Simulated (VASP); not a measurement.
# CuI (F-43m) in VASP: single point with PBE

Aim: the single point of CuI with PBE.

Everything below comes from runs of VASP 6.6.1. Logs are shortened: lines on timing, memory, paths and dates and some standing lists are left out, and cuts for length are marked.

**1. The cell of the first run**

It takes space group F-43m (No. 216, cubic). The conventional cell has a = 6.063 Å, b = 6.063 Å, c = 6.063 Å, α = 90.00°, β = 90.00°, γ = 90.00°. Within 3.5 Å of Cu (site symmetry -43m) lie 4 I at 2.63 Å. I (site symmetry -43m) has 4 Cu at 2.63 Å within 3.5 Å.

**2. Single point, PBE**

Contents of INCAR:

```
SYSTEM = CuI
PREC     = Accurate       ! precision mode
ENCUT    = 520            ! plane-wave cutoff, eV
EDIFF    = 1E-7           ! SCF threshold, eV
ISMEAR   = 0              ! smearing method
SIGMA    = 0.05           ! smearing width, eV
LREAL    = .FALSE.        ! projectors in reciprocal space
LASPH    = .TRUE.         ! aspherical terms in the spheres
NELM     = 80             ! most SCF steps
ALGO     = Normal         ! electronic algorithm
ISIF     = 2              ! what is computed and relaxed
LWAVE    = .FALSE.        ! write WAVECAR
LCHARG   = .TRUE.         ! write CHGCAR
GGA      = PE             ! functional
LELF     = .TRUE.         ! ELF
LVHAR    = .TRUE.       
NBANDS   = 16             ! bands
```

Contents of KPOINTS:

```
regular mesh
0
G
  8 8 8
  0 0 0
```

Contents of POSCAR:

```
CuI
1.0
    0.0000000000      3.0315000000      3.0315000000
    3.0315000000      0.0000000000      3.0315000000
    3.0315000000      3.0315000000      0.0000000000
Cu I
1 1
Direct
    0.7500000000      0.7500000000      0.7500000000
    0.0000000000      0.0000000000      0.0000000000
```

Potentials or basis: VASP PAW PBE potentials, release 64 (Cu, I).

Launch:

```console
cat potpaw_PBE.64/Cu/POTCAR potpaw_PBE.64/I/POTCAR > POTCAR
mpirun -np 1 vasp_std > vasp.out
```

OUTCAR:

```text
SYSTEM = CuI
   PREC = Accurate
   ENCUT = 520
   EDIFF = 1E-7
   ISMEAR = 0
   LREAL = .FALSE.
   LASPH = .TRUE.
   NELM = 80
   ISIF = 2
   GGA = PE

 ion  position               nearest neighbor table
   1  0.750  0.750  0.750-   2 2.63   2 2.63   2 2.63   2 2.63
   2  0.000  0.000  0.000-   1 2.63   1 2.63   1 2.63   1 2.63

  LATTYP: Found a face centered cubic cell.
 ALAT       =     6.0630000000

  Lattice vectors:

 A1 = (   0.0000000000,   3.0315000000,   3.0315000000)
 A2 = (   3.0315000000,   0.0000000000,   3.0315000000)
 A3 = (   3.0315000000,   3.0315000000,   0.0000000000)

Analysis of symmetry for initial positions (statically):
=====================================================================
 Subroutine PRICEL returns:
 Original cell was already a primitive cell.

 Routine SETGRP: Setting up the symmetry group for a
 face centered cubic supercell.

 Subroutine GETGRP returns: Found 24 space group operations
 (whereof 24 operations were pure point group operations)
 out of a pool of 48 trial point group operations.

The static configuration has the point symmetry T_d .

Analysis of symmetry for dynamics (positions and initial velocities):
=====================================================================
 Subroutine PRICEL returns:
 Original cell was already a primitive cell.

 Routine SETGRP: Setting up the symmetry group for a
 face centered cubic supercell.

 Subroutine GETGRP returns: Found 24 space group operations
 (whereof 24 operations were pure point group operations)
 out of a pool of 48 trial point group operations.

The dynamic configuration has the point symmetry T_d .

 Subroutine INISYM returns: Found 24 space group operations
 (whereof 24 operations are pure point group operations),
 and found     1 'primitive' translations

----------------------------------------------------------------------------------------

                                     Primitive cell

  volume of cell :      55.7189

  direct lattice vectors                    reciprocal lattice vectors
     0.000000000  3.031500000  3.031500000    -0.164934851  0.164934851  0.164934851
     3.031500000  0.000000000  3.031500000     0.164934851 -0.164934851  0.164934851
     3.031500000  3.031500000  0.000000000     0.164934851  0.164934851 -0.164934851

  length of vectors
     4.287188414  4.287188414  4.287188414     0.285675541  0.285675541  0.285675541

  position of ions in fractional coordinates (direct lattice)
     0.750000000  0.750000000  0.750000000
     0.000000000  0.000000000  0.000000000

  ion indices of the primitive-cell ions
   primitive index   ion index
                 1           1
                 2           2

----------------------------------------------------------------------------------------

 KPOINTS: regular mesh

Automatic generation of k-mesh.
 Grid dimensions read from file:
 generate k-points for:    8    8    8

 Generating k-lattice:

  Cartesian coordinates                     Fractional coordinates (reciprocal lattice)
    -0.020616856  0.020616856  0.020616856     0.125000000  0.000000000  0.000000000
     0.020616856 -0.020616856  0.020616856     0.000000000  0.125000000  0.000000000
     0.020616856  0.020616856 -0.020616856     0.000000000  0.000000000  0.125000000

  Length of vectors
     0.035709443  0.035709443  0.035709443

  Shift w.r.t. Gamma in fractional coordinates (k-lattice)
     0.000000000  0.000000000  0.000000000

 Subroutine IBZKPT returns following result:
 ===========================================

 Found     29 irreducible k-points:

 Following reciprocal coordinates:
            Coordinates               Weight
  0.000000  0.000000  0.000000      1.000000
  0.125000  0.000000  0.000000      8.000000
  0.250000  0.000000  0.000000      8.000000
  0.375000  0.000000  0.000000      8.000000
  0.500000  0.000000  0.000000      4.000000
  0.125000  0.125000  0.000000      6.000000
[... 16 lines left out ...]
  0.500000  0.250000  0.125000     48.000000
 -0.375000  0.250000  0.125000     24.000000
 [... further k-points ...]
   k-points           NKPTS =     29   k-points in BZ     NKDIM =     29   number of bands    NBANDS=     16
   number of dos      NEDOS =    301   number of ions     NIONS =      2
   total plane-waves  NPLWV =  32768
   dimension x,y,z NGX =    32 NGY =   32 NGZ =   32
   dimension x,y,z NGXF=    64 NGYF=   64 NGZF=   64
   ions per type =               1   1
   NGX,Y,Z   is equivalent  to a cutoff of  12.41, 12.41, 12.41 a.u.
   NGXF,Y,Z  is equivalent  to a cutoff of  24.82, 24.82, 24.82 a.u.
 SYSTEM =  CuI
   PREC   = accura    normal or accurate (medium, high low for compatibility)
   ISTART =      0    job   : 0-new  1-cont  2-samecut
   ICHARG =      2    charge: 1-file 2-atom 10-const
   ISPIN  =      1    spin polarized calculation?
   LNONCOLLINEAR =      F non collinear calculations
   LSORBIT =      F    spin-orbit coupling
   LASPH  =      T    aspherical Exc in radial PAW
   ENCUT  =  520.0 eV  38.22 Ry    6.18 a.u.   7.97  7.97  7.97*2*pi/ulx,y,z
   NELM   =     80;   NELMIN=  2; NELMDL= -5     # of ELM steps
   EDIFF  = 0.1E-06   stopping-criterion for ELM
   LREAL  =      F    real-space projection
   EDIFFG = 0.1E-05   stopping-criterion for IOM
   NSW    =      0    number of steps for IOM
   IBRION =     -1    ionic relax: 0-MD 1-quasi-New 2-CG
   NFREE  =      0    steps in history (QN), initial steepest desc. (CG)
   ISIF   =      2    stress and relaxation
   ISYM   =      2    0-nonsym 1-usesym 2-fastsym
   POTIM  = 0.5000    time-step for ionic-motion
   TEBEG  =    0.0;   TEEND  =   0.0 temperature during run
   PSTRESS=    0.0 pullay stress
   NELECT =      18.0000    total number of electrons
   NUPDOWN=      -1.0000    fix difference up-down
   EMIN   =  10.00;   EMAX   =-10.00  energy-range for DOS
   EFERMI =   0.00;   METHOD = LEGACY
   ISMEAR =     0;   SIGMA  =   0.05  broadening in eV -4-tet -1-fermi 0-gaus
   EFERMI_NEDOS =   21; number of points for ismear=-14 and -15
   IALGO  =     38    algorithm
   IMIX   =      4    mixing-type and parameters
     AMIX     =   0.40;   BMIX     =  1.00
     AMIX_MAG =   1.60;   BMIX_MAG =  1.00
  volume/ion in A,a.u.               =      27.86       188.00
  Fermi-wavevector in a.u.,A,eV,Ry     =   1.123306  2.122741 17.168055  1.261816
  Thomas-Fermi vector in A             =   2.259971
   LORBIT       =      0    0 simple, 1 ext, 2 COOP (PROOUT), +10 PAW based schemes
   GGA     = PE    functional components
   LHFCALC =     F    Hartree Fock is set to
   AEXX    =    0.0000 exact exchange contribution
   IVDW    =     0    specifies the selected vdW correction
   LEPSILON=     F    determine dielectric tensor
   LRPA    =     F    only Hartree local field effects (RPA)
 non-spin polarized calculation
 Gauss-broadening in eV      SIGMA  =   0.05
  energy-cutoff  :      520.00
  volume of cell :       55.72
 maximum number of plane-waves:      1524
   NGX = 15   NGY = 15   NGZ = 15

 number of electron      18.0000014 magnetization

 Free energy of the ion-electron system (eV)
  ---------------------------------------------------
  ext. energy  EPLUGINS =         0.00000000
  ---------------------------------------------------
  free energy    TOTEN  =        -5.56198062 eV

  energy without entropy =       -5.56198062  energy(sigma->0) =       -5.56198062

 E-fermi :   4.6435     XC(G=0):  -8.9370

 val. band max:        4.4302109728   @ k =   0.0000   0.0000   0.0000
 cond. band min:       5.5737170228   @ k =   0.0000   0.0000   0.0000
 fundamental gap:      1.1435060500
 Fermi energy:         4.6434797881

 k-point     1 :       0.0000    0.0000    0.0000
  band No.  band energies     occupation
      1      -9.5797      2.00000
      2       0.7919      2.00000
      3       0.7919      2.00000
      4       0.7919      2.00000
      5       2.5795      2.00000
      6       2.5795      2.00000
[... 8 lines left out ...]
     15      14.0076      0.00000
     16      14.0076      0.00000

 k-point     2 :       0.1250    0.0000    0.0000
  band No.  band energies     occupation
      1      -9.5073      2.00000
      2       0.4962      2.00000
      3       0.7975      2.00000
      4       0.7975      2.00000
      5       2.5734      2.00000
      6       2.5734      2.00000
[... 8 lines left out ...]
     15      13.3521      0.00000
     16      13.3655      0.00000

 k-point     3 :       0.2500    0.0000    0.0000
  band No.  band energies     occupation
      1      -9.3219      2.00000
      2      -0.2040      2.00000
      3       0.8081      2.00000
      4       0.8081      2.00000
      5       2.5705      2.00000
      6       2.5705      2.00000
[... 8 lines left out ...]
     15      13.1511      0.00000
     16      13.3538      0.00000

 k-point     4 :       0.3750    0.0000    0.0000
  band No.  band energies     occupation
      1      -9.1187      2.00000
      2      -0.8780      2.00000
      3       0.8138      2.00000
      4       0.8138      2.00000
      5       2.5900      2.00000
      6       2.5900      2.00000
[... 8 lines left out ...]
     15      14.0655      0.00000
     16      14.0655      0.00000
[... 324 lines left out ...]
 k-point    22 :       0.3750    0.2500    0.1250
  band No.  band energies     occupation
      1      -9.1782      2.00000
      2      -0.4050      2.00000
      3       0.5752      2.00000
      4       0.7927      2.00000
      5       2.5105      2.00000
      6       2.6165      2.00000
[... 8 lines left out ...]
     15      14.7022      0.00000
     16      15.7514      0.00000

 k-point    23 :       0.5000    0.2500    0.1250
  band No.  band energies     occupation
      1      -9.0094      2.00000
      2      -0.7457      2.00000
      3       0.3510      2.00000
      4       0.7784      2.00000
      5       2.5333      2.00000
      6       2.5948      2.00000
[... 8 lines left out ...]
     15      15.0744      0.00000
     16      15.9063      0.00000

 k-point    24 :      -0.3750    0.2500    0.1250
  band No.  band energies     occupation
      1      -8.9354      2.00000
      2      -0.8907      2.00000
      3       0.2535      2.00000
      4       0.7652      2.00000
      5       2.5157      2.00000
      6       2.5908      2.00000
[... 8 lines left out ...]
     15      15.1787      0.00000
     16      15.7351      0.00000

 [... further k-points ...]

------------------------ aborting loop because EDIFF is reached ----------------------------------------

  FORCE on cell =-STRESS in cart. coord.  units (eV):
  Direction    XX          YY          ZZ          XY          YZ          ZX
  --------------------------------------------------------------------------------------
  -------------------------------------------------------------------------------------
  Total        0.1167499      0.1167499      0.1167499      0.0000000      0.0000000      0.0000000
  in kB        3.3571021      3.3571021      3.3571021      0.0000000      0.0000000      0.0000000
  external PRESSURE =       3.3571021 kB  Pullay stress =       0.0000000 kB

 VOLUME and BASIS-vectors are now :
 -----------------------------------------------------------------------------
  energy-cutoff  :      520.00
  volume of cell :       55.72
      direct lattice vectors                 reciprocal lattice vectors
     0.000000000  3.031500000  3.031500000    -0.164934851  0.164934851  0.164934851
     3.031500000  0.000000000  3.031500000     0.164934851 -0.164934851  0.164934851
     3.031500000  3.031500000  0.000000000     0.164934851  0.164934851 -0.164934851

 POSITION                                       TOTAL-FORCE (eV/Angst)
 -----------------------------------------------------------------------------------
      4.54725      4.54725      4.54725        -0.000000     -0.000000     -0.000000
      0.00000      0.00000      0.00000         0.000000      0.000000      0.000000
 -----------------------------------------------------------------------------------
    total drift:                               -0.000001     -0.000001     -0.000001

  FREE ENERGIE OF THE ION-ELECTRON SYSTEM (eV)
  ---------------------------------------------------
  free  energy   TOTEN  =        -5.5619806249 eV

  energy  without entropy=       -5.5619806249  energy(sigma->0) =       -5.56198062
```

It took 45 s on 1 thread of Intel Xeon 8259CL, shared host; peak memory 0.18 GiB.

Results:

```
Free energy            : -5.5620 eV
Pressure               : 0.3 GPa
Band gap on the k mesh : 1.14 eV
```

Levels at points of the mesh, in eV from the valence-band top:
| k point | band 5 | band 6 | band 7 | band 8 | band 9 | band 10 | band 11 | band 12 | band 13 | band 14 |
| --- | --- | --- | --- | --- | --- | --- | --- | --- | --- | --- |
| (0.00, 0.00, 0.00) | -1.85 | -1.85 | 0.00 | 0.00 | 0.00 | 1.14 | 4.87 | 4.87 | 4.87 | 8.18 |
| (0.50, 0.00, 0.00) | -1.82 | -1.82 | -1.78 | -0.71 | -0.71 | 2.16 | 5.41 | 5.41 | 7.40 | 9.12 |
| (0.50, 0.50, 0.00) | -1.88 | -1.79 | -1.76 | -1.50 | -1.50 | 2.72 | 2.91 | 9.19 | 9.76 | 9.76 |

Caveat: spin-orbit coupling is left out, which moves the levels of the heavy elements.
